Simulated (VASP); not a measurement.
# GaN in VASP: a series of runs

The runs below take GaN through single point, with PBE, r2SCAN.

Program: VASP 6.6.1. These are calculated values, not measurements. Logs are shortened: lines on timing, memory, paths and dates and some standing lists are left out, and cuts for length are marked.

### Step 1. The cell of the first run

Symmetry: I4/mmm, No. 139, tetragonal system. Conventional cell: a = 2.982 Å, b = 2.982 Å, c = 4.123 Å, α = 90.00°, β = 90.00°, γ = 90.00°. Within 2.7 Å of Ga (site symmetry 4/mmm) lie 6 N at 2.06 to 2.11 Å. N (site symmetry 4/mmm) has 6 Ga at 2.06 to 2.11 Å within 2.7 Å.

### Step 2. Single point, PBE (uniaxial x strain -2.2%)

Input file INCAR:

```
ALGO = Normal
EDIFF = 1E-6
ENCUT = 600
GGA = PE
GGA_COMPAT = False
ISIF = 2
ISMEAR = -1
LASPH = True
LCHARG = False
LREAL = False
LWAVE = False
NBANDS = 16
NELM = 120
PREC = Accurate
SIGMA = 0.02
```

Input file KPOINTS:

```
k-points
0
Gamma
  10 10 10
```

Input file POSCAR:

```
GaN
1.0
    0.0000000000      2.1085152350      2.1085152350
    2.0617061967      0.0000000000      2.1085152350
    2.0617061967      2.1085152350      0.0000000000
Ga N
1 1
Direct
    0.0000000000      0.0000000000      0.0000000000
    0.5000000000      0.5000000000      0.5000000000
```

Potentials or basis: VASP PAW PBE potentials, release 64 (Ga_d, N).

Launch:

```sh
$ cat potpaw_PBE.64/Ga_d/POTCAR potpaw_PBE.64/N/POTCAR > POTCAR
$ mpirun -np 1 vasp_std > vasp.out
```

OUTCAR:

```text
EDIFF = 1E-6
   ENCUT = 600
   GGA = PE
   ISIF = 2
   ISMEAR = -1
   LASPH = True
   LREAL = False
   NELM = 120
   PREC = Accurate

 ion  position               nearest neighbor table
   1  0.000  0.000  0.000-   2 2.06   2 2.06   2 2.11   2 2.11   2 2.11   2 2.11
   2  0.500  0.500  0.500-   1 2.06   1 2.06   1 2.11   1 2.11   1 2.11   1 2.11

  LATTYP: Found a body centered tetragonal cell.
 ALAT       =     2.9818908418
 C/A-ratio  =     1.3828180212

  Lattice vectors:

 A1 = (  -2.0617061967,   0.0000000000,  -2.1085152350)
 A2 = (  -2.0617061967,   0.0000000000,   2.1085152350)
 A3 = (   2.0617061967,   2.1085152350,   0.0000000000)

Analysis of symmetry for initial positions (statically):
=====================================================================
 Subroutine PRICEL returns:
 Original cell was already a primitive cell.

 Routine SETGRP: Setting up the symmetry group for a
 body centered tetragonal supercell.

 Subroutine GETGRP returns: Found 16 space group operations
 (whereof 16 operations were pure point group operations)
 out of a pool of 16 trial point group operations.

The static configuration has the point symmetry D_4h.

Analysis of symmetry for dynamics (positions and initial velocities):
=====================================================================
 Subroutine PRICEL returns:
 Original cell was already a primitive cell.

 Routine SETGRP: Setting up the symmetry group for a
 body centered tetragonal supercell.

 Subroutine GETGRP returns: Found 16 space group operations
 (whereof 16 operations were pure point group operations)
 out of a pool of 16 trial point group operations.

The dynamic configuration has the point symmetry D_4h.

 Subroutine INISYM returns: Found 16 space group operations
 (whereof 16 operations are pure point group operations),
 and found     1 'primitive' translations

----------------------------------------------------------------------------------------

                                     Primitive cell

  volume of cell :      18.3320

  direct lattice vectors                    reciprocal lattice vectors
     0.000000000  2.108515235  2.108515235    -0.242517581  0.237133691  0.237133691
     2.061706197  0.000000000  2.108515235     0.242517581 -0.237133691  0.237133691
[... 76 lines left out ...]
   PREC   = accura    normal or accurate (medium, high low for compatibility)
   ISTART =      0    job   : 0-new  1-cont  2-samecut
   ICHARG =      2    charge: 1-file 2-atom 10-const
   ISPIN  =      1    spin polarized calculation?
   LNONCOLLINEAR =      F non collinear calculations
   LSORBIT =      F    spin-orbit coupling
   LASPH  =      T    aspherical Exc in radial PAW
   ENCUT  =  600.0 eV  44.10 Ry    6.64 a.u.   5.96  5.89  5.89*2*pi/ulx,y,z
   NELM   =    120;   NELMIN=  2; NELMDL= -5     # of ELM steps
   EDIFF  = 0.1E-05   stopping-criterion for ELM
   LREAL  =      F    real-space projection
   EDIFFG = 0.1E-04   stopping-criterion for IOM
   NSW    =      0    number of steps for IOM
   IBRION =     -1    ionic relax: 0-MD 1-quasi-New 2-CG
   NFREE  =      0    steps in history (QN), initial steepest desc. (CG)
   ISIF   =      2    stress and relaxation
   ISYM   =      2    0-nonsym 1-usesym 2-fastsym
   POTIM  = 0.5000    time-step for ionic-motion
   TEBEG  =    0.0;   TEEND  =   0.0 temperature during run
   PSTRESS=    0.0 pullay stress
   NELECT =      18.0000    total number of electrons
   NUPDOWN=      -1.0000    fix difference up-down
   EMIN   =  10.00;   EMAX   =-10.00  energy-range for DOS
   EFERMI =   0.00;   METHOD = LEGACY
   ISMEAR =    -1;   SIGMA  =   0.02  broadening in eV -4-tet -1-fermi 0-gaus
   EFERMI_NEDOS =   21; number of points for ismear=-14 and -15
   IALGO  =     38    algorithm
   IMIX   =      4    mixing-type and parameters
     AMIX     =   0.40;   BMIX     =  1.00
     AMIX_MAG =   1.60;   BMIX_MAG =  1.00
  volume/ion in A,a.u.               =       9.17        61.86
  Fermi-wavevector in a.u.,A,eV,Ry     =   1.627155  3.074877 36.023237  2.647633
  Thomas-Fermi vector in A             =   2.719997
   LORBIT       =      0    0 simple, 1 ext, 2 COOP (PROOUT), +10 PAW based schemes
   GGA     = PE    functional components
   LHFCALC =     F    Hartree Fock is set to
   AEXX    =    0.0000 exact exchange contribution
   IVDW    =     0    specifies the selected vdW correction
   LEPSILON=     F    determine dielectric tensor
   LRPA    =     F    only Hartree local field effects (RPA)
 non-spin polarized calculation
  energy-cutoff  :      600.00
  volume of cell :       18.33
 maximum number of plane-waves:       624
   NGX = 11   NGY = 11   NGZ = 11

 number of electron      18.0000002 magnetization

 Free energy of the ion-electron system (eV)
  ---------------------------------------------------
  ext. energy  EPLUGINS =         0.00000000
  ---------------------------------------------------
  free energy    TOTEN  =       -11.15100305 eV

  energy without entropy =      -11.15100305  energy(sigma->0) =      -11.15100305

 E-fermi :   8.6066     XC(G=0): -13.2465

 val. band max:        8.2642958513   @ k =  -0.2000   0.2000   0.0000
 cond. band min:       8.9001293677   @ k =   0.0000   0.5000   0.5000
 fundamental gap:      0.6358335164
 Fermi energy:         8.6066156784

 k-point     1 :       0.0000    0.0000    0.0000
  band No.  band energies     occupation
      1      -9.3358      2.00000
      2      -5.7148      2.00000
      3      -5.7148      2.00000
      4      -5.7023      2.00000
      5      -5.6258      2.00000
      6      -5.5913      2.00000
[... 433 lines left out ...]
      3      -5.5663      2.00000
      4      -5.5209      2.00000
      5      -5.4575      2.00000
      6      -4.5297      2.00000
[... 8 lines left out ...]
     15      33.4640      0.00000
     16      34.8781      0.00000

 [... further k-points ...]
[... 5 lines left out ...]
  --------------------------------------------------------------------------------------
  -------------------------------------------------------------------------------------
  Total        2.1288446      1.5075419      1.5075419      0.0000000      0.0000000     -0.0000000
  in kB      186.0562564    131.7557930    131.7557930      0.0000000      0.0000000     -0.0000000
  external PRESSURE =     149.8559475 kB  Pullay stress =       0.0000000 kB

 VOLUME and BASIS-vectors are now :
 -----------------------------------------------------------------------------
  energy-cutoff  :      600.00
  volume of cell :       18.33
      direct lattice vectors                 reciprocal lattice vectors
     0.000000000  2.108515235  2.108515235    -0.242517581  0.237133691  0.237133691
     2.061706197  0.000000000  2.108515235     0.242517581 -0.237133691  0.237133691
     2.061706197  2.108515235  0.000000000     0.242517581  0.237133691 -0.237133691

 POSITION                                       TOTAL-FORCE (eV/Angst)
 -----------------------------------------------------------------------------------
      0.00000      0.00000      0.00000         0.000000      0.000000      0.000000
      2.06171      2.10852      2.10852         0.000000      0.000000     -0.000000
 -----------------------------------------------------------------------------------
    total drift:                                0.000000     -0.000000     -0.000000

  FREE ENERGIE OF THE ION-ELECTRON SYSTEM (eV)
  ---------------------------------------------------
  free  energy   TOTEN  =       -11.1510030507 eV

  energy  without entropy=      -11.1510030501  energy(sigma->0) =      -11.15100305
```

Wall time 11 s (1 thread of Intel Xeon 6975P-C (Granite Rapids), shared host); peak memory 0.16 GiB.

What came out:

```yaml
Free_energy: -11.1510 eV
Pressure: 15.0 GPa
Band_gap_on_the_k_mesh: 0.64 eV, indirect (least direct gap 3.06 eV)
```

Levels at points of the mesh, in eV from the valence-band top:
```
           k point  band 6  band 7  band 8  band 9  band 10  band 11  band 12  band 13
(0.00, 0.00, 0.00)  -13.86   -0.68   -0.47   -0.47     2.59    14.85    14.85    15.03
(0.50, 0.00, 0.00)  -13.72   -8.40   -0.22   -0.11     4.81     9.04     9.53     9.81
(0.50, 0.50, 0.00)  -10.99   -7.37   -3.26   -2.94     0.87     7.96    12.13    14.62
(0.00, 0.50, 0.50)  -10.76   -7.31   -3.24   -3.24     0.64     7.69    12.41    14.74
```

Caveat: the cell differs from its parent crystal (uniaxial x strain -2.2%).

### Step 3. Single point, PBE (strain along [111] +1.5%)

Input file INCAR:

```
PREC = Accurate
ENCUT = 600
EDIFF = 1E-6
ISMEAR = -1
SIGMA = 0.02
LREAL = F
LASPH = T
NELM = 120
ALGO = Normal
ISIF = 2
LWAVE = F
LCHARG = T
GGA = PE
LELF = T
LVHAR = T
NBANDS = 16
GGA_COMPAT = F
```

Input file KPOINTS:

```
Automatic mesh
0
Gamma
  10 10 10
```

Input file POSCAR:

```
GaN
1.0
    0.0216474231      2.1301626580      2.1301626580
    2.1301626580      0.0216474231      2.1301626580
    2.1301626580      2.1301626580      0.0216474231
Ga N
1 1
Direct
    0.0000000000      0.0000000000      0.0000000000
    0.5000000000      0.5000000000      0.5000000000
```

Potentials or basis: VASP PAW PBE potentials, release 64 (Ga_d, N).

Launch:

```sh
$ cat potpaw_PBE.64/Ga_d/POTCAR potpaw_PBE.64/N/POTCAR > POTCAR
$ mpirun -np 1 vasp_std > vasp.out
```

Run time: 13 s. Hardware: 1 thread of Intel Xeon 6975P-C (Granite Rapids), shared host; peak memory 0.17 GiB.

Results (log left out):

```
Free energy            : -11.1963 eV
Pressure               : 5.2 GPa
Band gap on the k mesh : 0.52 eV, indirect (least direct gap 2.57 eV)
```

Stress tensor (GPa, compression positive):
```
 5.23 -2.18 -2.18
-2.18  5.23 -2.18
-2.18 -2.18  5.23
```

Levels at points of the mesh, in eV from the valence-band top:
```tsv
k point	band 5	band 6	band 7	band 8	band 9	band 10	band 11	band 12	band 13	band 14
(0.00, 0.00, 0.00)	-13.92	-13.92	-0.65	-0.45	-0.45	2.12	14.36	14.81	14.81	15.54
(0.50, 0.00, 0.00)	-13.79	-13.79	-8.18	-0.25	-0.17	4.58	8.90	9.04	9.28	16.22
(0.50, 0.50, 0.00)	-13.73	-11.02	-7.07	-3.12	-2.93	0.52	7.81	11.81	14.35	14.41
(0.50, 0.50, 0.50)	-13.79	-13.79	-8.35	-0.12	-0.12	4.83	9.25	9.25	9.25	16.40
```

Caveat: the cell differs from its parent crystal (strain along [111] +1.5%). A k mesh can miss the band edges.

### Step 4. Single point, r2SCAN (uniaxial x strain -2.2%)

Input file POSCAR:

```
GaN
1.0
    0.0000000000      2.1085152350      2.1085152350
    2.0617061967      0.0000000000      2.1085152350
    2.0617061967      2.1085152350      0.0000000000
Ga N
1 1
Direct
    0.0000000000      0.0000000000      0.0000000000
    0.5000000000      0.5000000000      0.5000000000
```

Input file INCAR.step1:

```
SYSTEM = GaN
PREC     = Accurate       ! precision mode
ENCUT    = 660            ! plane-wave cutoff, eV
ISMEAR   = 0              ! smearing method
SIGMA    = 0.01           ! smearing width, eV
LREAL    = .FALSE.        ! projectors in reciprocal space
LASPH    = .TRUE.         ! aspherical terms in the spheres
NELM     = 120            ! most SCF steps
NBANDS   = 16             ! bands
GGA      = PE             ! functional
ALGO     = Normal         ! electronic algorithm
EDIFF    = 1E-5           ! SCF threshold, eV
LWAVE    = .TRUE.         ! write WAVECAR
LCHARG   = .FALSE.        ! write CHGCAR
GGA_COMPAT= .FALSE.
```

Input file INCAR.step2:

```
SYSTEM = GaN
PREC     = Accurate       ! precision mode
ENCUT    = 660            ! plane-wave cutoff, eV
EDIFF    = 1E-6           ! SCF threshold, eV
ISMEAR   = 0              ! smearing method
SIGMA    = 0.01           ! smearing width, eV
LREAL    = .FALSE.        ! projectors in reciprocal space
LASPH    = .TRUE.         ! aspherical terms in the spheres
NELM     = 120            ! most SCF steps
ALGO     = Normal         ! electronic algorithm
ISIF     = 2              ! what is computed and relaxed
LWAVE    = .FALSE.        ! write WAVECAR
LCHARG   = .FALSE.        ! write CHGCAR
METAGGA  = R2SCAN         ! meta-GGA
LMIXTAU  = .TRUE.       
NBANDS   = 16             ! bands
ISTART   = 1            
GGA_COMPAT= .FALSE.
```

Input file KPOINTS:

```
Automatic mesh
0
G
  10 10 10
  0 0 0
```

Potentials or basis: VASP PAW PBE potentials, release 64 (Ga_d, N).

Launch:

```sh
$ cat potpaw_PBE.64/Ga_d/POTCAR potpaw_PBE.64/N/POTCAR > POTCAR
$ cp INCAR.step1 INCAR
$ mpirun -np 1 vasp_std > vasp.out
$ cp INCAR.step2 INCAR
$ mpirun -np 1 vasp_std > vasp.out
```

OUTCAR:

```text
SYSTEM = GaN
   PREC = Accurate
   ENCUT = 660
   EDIFF = 1E-6
   ISMEAR = 0
   LREAL = .FALSE.
   LASPH = .TRUE.
   NELM = 120
   ISIF = 2
   METAGGA = R2SCAN
   ISTART = 1

 ion  position               nearest neighbor table
   1  0.000  0.000  0.000-   2 2.06   2 2.06   2 2.11   2 2.11   2 2.11   2 2.11
   2  0.500  0.500  0.500-   1 2.06   1 2.06   1 2.11   1 2.11   1 2.11   1 2.11

  LATTYP: Found a body centered tetragonal cell.
 ALAT       =     2.9818908418
 C/A-ratio  =     1.3828180212

  Lattice vectors:

 A1 = (  -2.0617061967,   0.0000000000,  -2.1085152350)
 A2 = (  -2.0617061967,   0.0000000000,   2.1085152350)
[... 627 lines left out ...]
      5      -6.0991      2.00000
      6      -5.2463      2.00000
[... 8 lines left out ...]
     15      34.2689      0.00000
     16      35.8680      0.00000

 [... further k-points ...]
[... 5 lines left out ...]
  --------------------------------------------------------------------------------------
  -------------------------------------------------------------------------------------
  Total        1.2486728      0.6307089      0.6307089      0.0000000      0.0000000     -0.0000000
  in kB      109.1312151     55.1225500     55.1225500      0.0000000      0.0000000     -0.0000000
  external PRESSURE =      73.1254384 kB  Pullay stress =       0.0000000 kB

 VOLUME and BASIS-vectors are now :
 -----------------------------------------------------------------------------
  energy-cutoff  :      660.00
  volume of cell :       18.33
      direct lattice vectors                 reciprocal lattice vectors
     0.000000000  2.108515235  2.108515235    -0.242517581  0.237133691  0.237133691
     2.061706197  0.000000000  2.108515235     0.242517581 -0.237133691  0.237133691
     2.061706197  2.108515235  0.000000000     0.242517581  0.237133691 -0.237133691

 POSITION                                       TOTAL-FORCE (eV/Angst)
 -----------------------------------------------------------------------------------
      0.00000      0.00000      0.00000         0.000000      0.000000      0.000000
      2.06171      2.10852      2.10852         0.000000      0.000000     -0.000000
 -----------------------------------------------------------------------------------
    total drift:                                0.000000      0.000000      0.000000

  FREE ENERGIE OF THE ION-ELECTRON SYSTEM (eV)
  ---------------------------------------------------
  free  energy   TOTEN  =       -20.9616598195 eV

  energy  without entropy=      -20.9616598195  energy(sigma->0) =      -20.96165982
```

OSZICAR.step1:

```text
N       E                     dE             d eps       ncg     rms          rms(c)
DAV:   1     0.866916916757E+02    0.86692E+02   -0.10427E+04  3776   0.246E+03
DAV:   2    -0.742756574334E+01   -0.94119E+02   -0.87910E+02  3672   0.372E+02
DAV:   3    -0.129631443946E+02   -0.55356E+01   -0.55137E+01  3976   0.768E+01
DAV:   4    -0.130166670763E+02   -0.53523E-01   -0.53517E-01  3960   0.825E+00
DAV:   5    -0.130172625735E+02   -0.59550E-03   -0.59549E-03  4080   0.789E-01    0.743E+00
DAV:   6    -0.111740909775E+02    0.18432E+01   -0.43133E+00  4824   0.416E+01    0.238E+00
DAV:   7    -0.111675310383E+02    0.65599E-02   -0.25232E-01  3928   0.521E+00    0.155E+00
DAV:   8    -0.111548805131E+02    0.12651E-01   -0.29266E-02  3784   0.241E+00    0.460E-01
DAV:   9    -0.111532648865E+02    0.16156E-02   -0.68106E-03  4192   0.214E+00    0.110E-01
DAV:  10    -0.111532365185E+02    0.28368E-04   -0.63626E-04  4096   0.367E-01    0.182E-02
DAV:  11    -0.111532303350E+02    0.61836E-05   -0.62816E-05  3848   0.926E-02
   1 F= -.11153230E+02 E0= -.11153230E+02  d E =-.688508E-74
```

Run time: 89 s. Hardware: 1 thread of Intel Xeon 6975P-C (Granite Rapids), shared host; peak memory 0.19 GiB.

Results:

- Free energy: -20.9617 eV
- Pressure: 7.3 GPa
- Band gap on the k mesh: 1.16 eV, indirect (least direct gap 3.65 eV)

Caveat: the cell differs from its parent crystal (uniaxial x strain -2.2%); the PAW data sets were made with another functional, which shifts forces and pressure a little. A k mesh can miss the band edges.

### Step 5. Single point, r2SCAN (strain along [111] +1.5%)

Input file POSCAR:

```
GaN
1.0
    0.0216474231      2.1301626580      2.1301626580
    2.1301626580      0.0216474231      2.1301626580
    2.1301626580      2.1301626580      0.0216474231
Ga N
1 1
Direct
    0.0000000000      0.0000000000      0.0000000000
    0.5000000000      0.5000000000      0.5000000000
```

Input file INCAR.step1:

```
PREC = Accurate
ENCUT = 660
ISMEAR = 0
SIGMA = 0.01
LREAL = F
LASPH = T
NELM = 120
NBANDS = 16
GGA = PE
ALGO = Normal
EDIFF = 1E-5
LWAVE = T
LCHARG = F
GGA_COMPAT = F
```

Input file INCAR.step2:

```
PREC = Accurate
ENCUT = 660
EDIFF = 1E-6
ISMEAR = 0
SIGMA = 0.01
LREAL = F
LASPH = T
NELM = 120
ALGO = Normal
ISIF = 2
LWAVE = F
LCHARG = F
METAGGA = R2SCAN
LMIXTAU = T
NBANDS = 16
ISTART = 1
GGA_COMPAT = F
```

Input file KPOINTS:

```
regular mesh
0
Gamma
  10 10 10
```

Launch:

```sh
$ cat potpaw_PBE.64/Ga_d/POTCAR potpaw_PBE.64/N/POTCAR > POTCAR
$ cp INCAR.step1 INCAR
$ mpirun -np 1 vasp_std > vasp.out
$ cp INCAR.step2 INCAR
$ mpirun -np 1 vasp_std > vasp.out
```

It took 93 s on 1 thread of Intel Xeon 6975P-C (Granite Rapids), shared host; peak memory 0.2 GiB.

The run converged. Its results:

```
Free energy            : -20.9720 eV
Pressure               : -2.5 GPa
Band gap on the k mesh : 1.03 eV, indirect (least direct gap 3.13 eV)
```

Stress tensor (GPa, compression positive):
```
-2.50 -2.38 -2.38
-2.38 -2.50 -2.38
-2.38 -2.38 -2.50
```

Levels at points of the mesh, in eV from the valence-band top:
| k point | band 7 | band 8 | band 9 | band 10 | band 11 | band 12 |
| --- | --- | --- | --- | --- | --- | --- |
| (0.00, 0.00, 0.00) | -0.66 | -0.46 | -0.46 | 2.67 | 15.08 | 15.54 |
| (0.50, 0.00, 0.00) | -8.28 | -0.26 | -0.18 | 5.24 | 9.61 | 9.74 |
| (0.50, 0.50, 0.00) | -7.18 | -3.20 | -3.00 | 1.03 | 8.48 | 12.93 |
| (0.50, 0.50, 0.50) | -8.45 | -0.12 | -0.12 | 5.51 | 9.97 | 9.97 |

Caveat: the cell differs from its parent crystal (strain along [111] +1.5%); the PAW data sets were made with another functional, which shifts forces and pressure a little.

### Step 6. The runs side by side

```csv
level,cell,cutoff (eV),smearing,gap on the mesh (eV),pressure (GPa)
PBE,"a = 2.982, b = 2.949, c = 2.949 Å, angles 60.7, 59.6, 59.6°, 2 atoms",600,fermi-dirac 0.02 eV,0.64,15.0
PBE,"a = 3.013 Å, angles 59.3°, 2 atoms",600,fermi-dirac 0.02 eV,0.52,5.2
r2SCAN,"a = 2.982, b = 2.949, c = 2.949 Å, angles 60.7, 59.6, 59.6°, 2 atoms",660,gaussian 0.01 eV,1.16,7.3
r2SCAN,"a = 3.013 Å, angles 59.3°, 2 atoms",660,gaussian 0.01 eV,1.03,-2.5
```

Alike in all rows: task single point; potentials or basis VASP PAW PBE potentials, release 64 (Ga_d, N); no spin polarisation; k mesh 10 × 10 × 10.

Caveats: the PAW data sets were made with another functional, which shifts forces and pressure a little (some runs).

Absolute energies hang on the potentials; compare differences alone.
